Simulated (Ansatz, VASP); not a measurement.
One calculation of SrCl2, two programs

File INCAR:

```
SYSTEM = SrCl2
PREC = Accurate
ENCUT = 520
EDIFF = 1E-6
ISMEAR = 0
SIGMA = 0.05
LREAL = .False.
LASPH = .True.
NELM = 100
ALGO = Normal
ISIF = 2
LWAVE = .False.
LCHARG = .False.
GGA = PE
NBANDS = 19
```

The input KPOINTS:

```
regular mesh
0
Gamma
  6 6 6
  0 0 0
```

The input POSCAR:

```
SrCl2
1.0
    0.0000000000      3.6106935130      3.6106935130
    3.6106935130      0.0000000000      3.6106935130
    3.6106935130      3.6106935130      0.0000000000
Sr Cl
1 2
Direct
    0.0000000000      0.0000000000      0.0000000000
    0.2500000000      0.2500000000      0.2500000000
    0.7500000000      0.7500000000      0.7500000000
```

Input for Ansatz:

```yaml
crystal:
  lattice:
    - [0.0, 3.610693513, 3.610693513]
    - [3.610693513, 0.0, 3.610693513]
    - [3.610693513, 3.610693513, 0.0]
  atoms:
    - { symbol: Sr, position: [0.0, 0.0, 0.0] }
    - { symbol: Cl, position: [0.25, 0.25, 0.25] }
    - { symbol: Cl, position: [0.75, 0.75, 0.75] }
basis:
  ecutwfc: 420
kpoints:
  mp_grid: { grid: [6, 6, 6] }
hamiltonian:
  xc: pbe
scf:
  occupations: { method: gaussian, width: 0.05 }
output:
  forces: true
  stress: true
  eigenvalues: true
```

Alike in both runs: task single point; functional PBE; k mesh 6 × 6 × 6; occupations gaussian, width 0.05 eV; no spin polarisation.

|  | VASP | Ansatz |
| --- | --- | --- |
| version | VASP 6.6.1 | Ansatz 0.2.0 |
| potentials or method | VASP PAW PBE potentials, release 64 (Sr_sv, Cl), cutoff 520 eV | scalar-relativistic, plane waves, PAW |
| valence electrons in the cell | 24 | 24 |

```csv
,VASP,Ansatz,Ansatz less VASP
gap on the k mesh at the Fermi level (eV),4.95,4.95,+0.003
least direct gap on the mesh (eV),5.24,5.25,0.000
pressure (GPa),-2.1,-2.2,-0.04
```
